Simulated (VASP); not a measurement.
# Zn3CdTe4 (Pmm2) in VASP: notebook, part 2 of 2

VASP 6.6.1. The steps go on from the part before.

**4. Relaxation of shape and atoms at fixed volume, PBE (28.27 Å³/atom)**

Contents of INCAR:

```
SYSTEM = Zn3CdTe4
  PREC = Accurate
  ENCUT = 600
  EDIFF = 1E-6
  ISMEAR = 0
  SIGMA = 0.02
  LREAL = .False.
  LASPH = .True.
  NELM = 60
  ALGO = Normal
  ISIF = 4
  LWAVE = .False.
  LCHARG = .False.
  GGA = PE
  IBRION = 2
  NSW = 50
  EDIFFG = -0.01
```

Contents of KPOINTS:

```
regular mesh
0
Gamma
  6 4 4
  0 0 0
```

Contents of POSCAR:

```
Zn3CdTe4
1.0
    4.2979294544      0.0000000000      0.0000000000
    0.0000000000      8.6259226888      0.0000000000
    0.0000000000      0.0000000000      6.1009650977
Zn Cd Te
3 1 4
Direct
    0.0000000000      0.7585689177      0.0004764223
    0.5000000000      0.0000000000      0.4997171390
    0.0000000000      0.2414310823      0.0004764223
    0.5000000000      0.5000000000      0.5020815455
    0.5000000000      0.7625230687      0.7596577573
    0.0000000000      0.0000000000      0.2579032590
    0.5000000000      0.2374769313      0.7596577573
    0.0000000000      0.5000000000      0.2200296971
```

On the command line:

```bash
> cat potpaw_PBE.64/Zn/POTCAR potpaw_PBE.64/Cd/POTCAR potpaw_PBE.64/Te/POTCAR > POTCAR
> mpirun -np 1 vasp_std > vasp.out
```

Run time: 26 min. Hardware: 1 thread of Oxide Virtual Turin-like, shared host; peak memory 0.6 GiB.

Results (log left out):

| Item | Value |
| --- | --- |
| Free energy | -19.9906 eV |
| Energy gained by relaxing | 0.0 meV/atom |
| Ionic steps | 4 |
| Pressure after relaxing | 4.9 GPa |
| Largest force after relaxing | 0.007 eV/Å |
| Band gap on the k mesh | 1.26 eV |

Forces in eV/Å, atoms in the order of the input:
```
Zn   0.000  0.006  0.000
Zn   0.000  0.000 -0.002
Zn   0.000 -0.006  0.000
Cd   0.000  0.000  0.001
Te   0.000  0.007 -0.002
Te   0.000  0.000  0.000
Te   0.000 -0.007 -0.002
Te   0.000  0.000  0.005
```

The path:
| step | energy change (eV) | largest force (eV/Å) | pressure (GPa) | volume (Å³) |
| --- | --- | --- | --- | --- |
| 1 | 0.0000 | 0.0440 | 4.92 | 226.18 |
| 2 | -0.0001 | 0.0225 | 4.91 | 226.18 |
| 3 | -0.0002 | 0.0155 | 4.90 | 226.18 |
| 4 | -0.0002 | 0.0073 | 4.90 | 226.18 |

Final structure:
```cif
data_structure
_symmetry_space_group_name_H-M 'P 1'
_symmetry_Int_Tables_number 1
_cell_length_a 4.2968
_cell_length_b 8.6261
_cell_length_c 6.1025
_cell_angle_alpha 90.000
_cell_angle_beta 90.000
_cell_angle_gamma 90.000
_cell_volume 226.18
loop_
_atom_site_label
_atom_site_type_symbol
_atom_site_fract_x
_atom_site_fract_y
_atom_site_fract_z
_atom_site_occupancy
Zn1 Zn 0.00000 0.75868 0.00055 1
Zn2 Zn 0.50000 0.00000 0.49925 1
Zn3 Zn 0.00000 0.24132 0.00055 1
Cd1 Cd 0.50000 0.50000 0.50254 1
Te1 Te 0.50000 0.76275 0.75989 1
Te2 Te 0.00000 0.00000 0.25813 1
Te3 Te 0.50000 0.23725 0.75989 1
Te4 Te 0.00000 0.50000 0.21921 1
```

Levels at points of the mesh, in eV from the valence-band top:
```
           k point  band 34  band 35  band 36  band 37  band 38  band 39
(0.00, 0.00, 0.00)    -0.08    -0.03     0.00     1.26     2.22     2.24
(0.50, 0.00, 0.00)    -2.20    -1.17    -0.90     2.15     2.26     2.29
(0.00, 0.50, 0.00)    -0.97    -0.37    -0.11     2.38     2.58     2.59
(0.50, 0.50, 0.00)    -2.15    -2.09    -1.80     2.83     3.13     3.20
(0.00, 0.00, 0.50)    -1.01    -0.96    -0.69     1.78     1.79     2.58
(0.50, 0.00, 0.50)    -1.00    -0.96    -0.85     1.71     1.85     4.42
(0.00, 0.50, 0.50)    -1.29    -1.18    -0.76     2.55     2.61     2.70
(0.50, 0.50, 0.50)    -1.61    -1.60    -1.55     3.30     3.33     3.39
```

Caveat: spin-orbit coupling is left out, which moves the levels of the heavy elements. A k mesh can miss the band edges.

**5. Relaxation of shape and atoms at fixed volume, PBE (27.34 Å³/atom)**

This run uses another cell than the first one, of 27.34 Å³/atom.

Contents of INCAR:

```
  ALGO = Normal
  EDIFF = 1E-6
  EDIFFG = -0.01
  ENCUT = 600
  GGA = PE
  IBRION = 2
  ISIF = 4
  ISMEAR = 0
  LASPH = T
  LCHARG = F
  LREAL = F
  LWAVE = F
  NELM = 80
  NSW = 50
  PREC = Accurate
  SIGMA = 0.02
```

Contents of KPOINTS:

```
k-points
0
Gamma
  6 4 4
```

Contents of POSCAR:

```
Zn3CdTe4
1.0
    4.2485954866      0.0000000000      0.0000000000
    0.0000000000      8.5317610745      0.0000000000
    0.0000000000      0.0000000000      6.0342124452
Zn Cd Te
3 1 4
Direct
    0.0000000000      0.7587817153      0.0005827073
    0.5000000000      0.0000000000      0.4991768609
    0.0000000000      0.2412182847      0.0005827073
    0.5000000000      0.5000000000      0.5027038052
    0.5000000000      0.7627895280      0.7597290408
    0.0000000000      0.0000000000      0.2580832360
    0.5000000000      0.2372104720      0.7597290408
    0.0000000000      0.5000000000      0.2194126015
```

On the command line:

```bash
> cat potpaw_PBE.64/Zn/POTCAR potpaw_PBE.64/Cd/POTCAR potpaw_PBE.64/Te/POTCAR > POTCAR
> mpirun -np 1 vasp_std > vasp.out
```

Run time: 18 min. Hardware: 1 thread of Oxide Virtual Turin-like, shared host; peak memory 0.58 GiB.

The run converged. Its results:

```
Free energy                  : -19.7103 eV
Energy gained by relaxing    : 0.0 meV/atom
Ionic steps                  : 4
Pressure after relaxing      : 7.2 GPa
Largest force after relaxing : 0.007 eV/Å
Band gap on the k mesh       : 1.40 eV
```

Forces on the atoms (eV/Å):
```
Zn   0.000  0.007  0.000
Zn   0.000  0.000 -0.001
Zn   0.000 -0.007  0.000
Cd   0.000  0.000  0.001
Te   0.000  0.006 -0.003
Te   0.000  0.000  0.001
Te   0.000 -0.006 -0.003
Te   0.000  0.000  0.006
```

Step by step:
| step | energy change (eV) | largest force (eV/Å) | pressure (GPa) | volume (Å³) |
| --- | --- | --- | --- | --- |
| 1 | 0.0000 | 0.0485 | 7.17 | 218.73 |
| 2 | -0.0002 | 0.0236 | 7.16 | 218.73 |
| 3 | -0.0002 | 0.0172 | 7.16 | 218.73 |
| 4 | -0.0003 | 0.0072 | 7.16 | 218.73 |

Final structure:
```
CELL_PARAMETERS angstrom
4.24741 0.00000 0.00000
0.00000 8.53233 0.00000
0.00000 0.00000 6.03550
ATOMIC_POSITIONS crystal
Zn 0.00000 0.75894 0.00067
Zn 0.50000 0.00000 0.49874
Zn 0.00000 0.24106 0.00067
Cd 0.50000 0.50000 0.50319
Te 0.50000 0.76305 0.75995
Te 0.00000 0.00000 0.25830
Te 0.50000 0.23695 0.75995
Te 0.00000 0.50000 0.21853
```

Levels at points of the mesh, in eV from the valence-band top:
```
           k point  band 34  band 35  band 36  band 37  band 38  band 39
(0.00, 0.00, 0.00)    -0.09    -0.03     0.00     1.40     2.13     2.19
(0.50, 0.00, 0.00)    -2.33    -1.25    -0.96     2.10     2.16     2.19
(0.00, 0.50, 0.00)    -1.04    -0.39    -0.12     2.32     2.61     2.69
(0.50, 0.50, 0.00)    -2.28    -2.22    -1.91     2.79     3.12     3.19
(0.00, 0.00, 0.50)    -1.07    -1.02    -0.73     1.81     1.82     2.55
(0.50, 0.00, 0.50)    -1.06    -1.02    -0.90     1.74     1.89     4.49
(0.00, 0.50, 0.50)    -1.36    -1.24    -0.80     2.60     2.64     2.74
(0.50, 0.50, 0.50)    -1.71    -1.70    -1.64     3.35     3.39     3.44
```

Caveat: spin-orbit coupling is left out, which moves the levels of the heavy elements.

**6. Relaxation of shape and atoms at fixed volume, PBE (30.14 Å³/atom)**

This run uses another cell than the first one, of 30.14 Å³/atom.

Contents of INCAR:

```
PREC = Accurate
ENCUT = 600
EDIFF = 1E-6
ISMEAR = 0
SIGMA = 0.02
LREAL = F
LASPH = T
NELM = 80
ALGO = Normal
ISIF = 4
LWAVE = F
LCHARG = F
GGA = PE
IBRION = 2
NSW = 50
EDIFFG = -0.01
```

Contents of KPOINTS:

```
regular mesh
0
Gamma
  6 4 4
```

Contents of POSCAR:

```
Zn3CdTe4
1.0
    4.3932358662      0.0000000000      0.0000000000
    0.0000000000      8.8086108078      0.0000000000
    0.0000000000      0.0000000000      6.2301970694
Zn Cd Te
3 1 4
Direct
    0.0000000000      0.7581910000      0.0003030000
    0.5000000000      0.0000000000      0.5008890000
    0.0000000000      0.2418090000      0.0003030000
    0.5000000000      0.5000000000      0.5008030000
    0.5000000000      0.7619810000      0.7594780000
    0.0000000000      0.0000000000      0.2575670000
    0.5000000000      0.2380190000      0.7594780000
    0.0000000000      0.5000000000      0.2211790000
```

Potentials or basis: VASP PAW PBE potentials, release 64 (Zn, Cd, Te).

On the command line:

```bash
> cat potpaw_PBE.64/Zn/POTCAR potpaw_PBE.64/Cd/POTCAR potpaw_PBE.64/Te/POTCAR > POTCAR
> mpirun -np 1 vasp_std > vasp.out
```

It took 25 min on 1 thread of Oxide Virtual Turin-like, shared host; peak memory 0.63 GiB.

The run converged. Its results:

| Quantity | Value |
| --- | --- |
| Free energy | -20.2774 eV |
| Energy gained by relaxing | 0.0 meV/atom |
| Ionic steps | 4 |
| Pressure after relaxing | 1.4 GPa |
| Largest force after relaxing | 0.007 eV/Å |
| Band gap on the k mesh | 0.99 eV |

Forces in eV/Å, atoms in the order of the input:
```
Zn   0.000  0.005  0.001
Zn   0.000  0.000 -0.001
Zn   0.000 -0.005  0.001
Cd   0.000  0.000  0.001
Te   0.000  0.007 -0.003
Te   0.000  0.000 -0.002
Te   0.000 -0.007 -0.003
Te   0.000  0.000  0.005
```

The path:
```csv
step,energy change (eV),largest force (eV/Å),pressure (GPa),volume (Å³)
1,0.0000,0.0394,1.42,241.10
2,-0.0001,0.0229,1.42,241.10
3,-0.0002,0.0135,1.42,241.10
4,-0.0002,0.0072,1.41,241.10
```

Final structure:
```yaml
crystal:
  lattice:
    - [4.39203, 0.00000, 0.00000]
    - [0.00000, 8.80879, 0.00000]
    - [0.00000, 0.00000, 6.23179]
  atoms:
    - { symbol: Zn, position: [0.00000, 0.75828, 0.00036] }
    - { symbol: Zn, position: [0.50000, 0.00000, 0.50037] }
    - { symbol: Zn, position: [0.00000, 0.24172, 0.00036] }
    - { symbol: Cd, position: [0.50000, 0.50000, 0.50129] }
    - { symbol: Te, position: [0.50000, 0.76221, 0.75973] }
    - { symbol: Te, position: [0.00000, 0.00000, 0.25781] }
    - { symbol: Te, position: [0.50000, 0.23779, 0.75973] }
    - { symbol: Te, position: [0.00000, 0.50000, 0.22033] }
```

Levels at points of the mesh, in eV from the valence-band top:
```
           k point  band 33  band 34  band 35  band 36  band 37  band 38  band 39  band 40
(0.00, 0.00, 0.00)    -0.81    -0.06    -0.02     0.00     0.99     2.31     2.38     2.97
(0.50, 0.00, 0.00)    -2.02    -1.98    -1.04    -0.80     2.22     2.43     2.46     2.48
(0.00, 0.50, 0.00)    -1.01    -0.85    -0.32    -0.11     2.38     2.46     2.48     3.07
(0.50, 0.50, 0.00)    -1.94    -1.91    -1.87    -1.61     2.88     3.10     3.18     3.35
(0.00, 0.00, 0.50)    -0.98    -0.90    -0.85    -0.62     1.71     1.74     2.60     2.82
(0.50, 0.00, 0.50)    -0.99    -0.89    -0.86    -0.75     1.65     1.78     4.24     4.40
(0.00, 0.50, 0.50)    -1.16    -1.16    -1.06    -0.68     2.44     2.52     2.60     2.83
(0.50, 0.50, 0.50)    -1.46    -1.43    -1.43    -1.38     3.20     3.22     3.26     3.27
```

Caveat: spin-orbit coupling is left out, which moves the levels of the heavy elements.

**7. Summary**

```tsv
task	cell	cutoff (eV)	gap on the mesh (eV)	pressure (GPa)	largest force (eV/Å)
single point	a = 4.296, b = 8.628, c = 6.102 Å, 8 atoms, atomic positions A	520	1.26	4.9	0.01
single point	a = 4.345, b = 8.720, c = 6.167 Å, 8 atoms, atomic positions A	520	1.12	3.0	0.01
relaxation of shape and atoms at fixed volume	relaxed from a = 4.298, b = 8.626, c = 6.101 Å, 8 atoms, atomic positions A	600	1.26	4.9	0.01
relaxation of shape and atoms at fixed volume	relaxed from a = 4.249, b = 8.532, c = 6.034 Å, 8 atoms, atomic positions A	600	1.40	7.2	0.01
relaxation of shape and atoms at fixed volume	relaxed from a = 4.393, b = 8.809, c = 6.230 Å, 8 atoms, atomic positions B	600	0.99	1.4	0.01
```

Alike in all rows: level PBE; potentials or basis VASP PAW PBE potentials, release 64 (Zn, Cd, Te); no spin polarisation; k mesh 6 × 4 × 4; smearing gaussian 0.02 eV.

Caveats: spin-orbit coupling is left out, which moves the levels of the heavy elements; the cell stands under pressure (at least some runs).

Absolute energies hang on the potentials; compare differences alone.
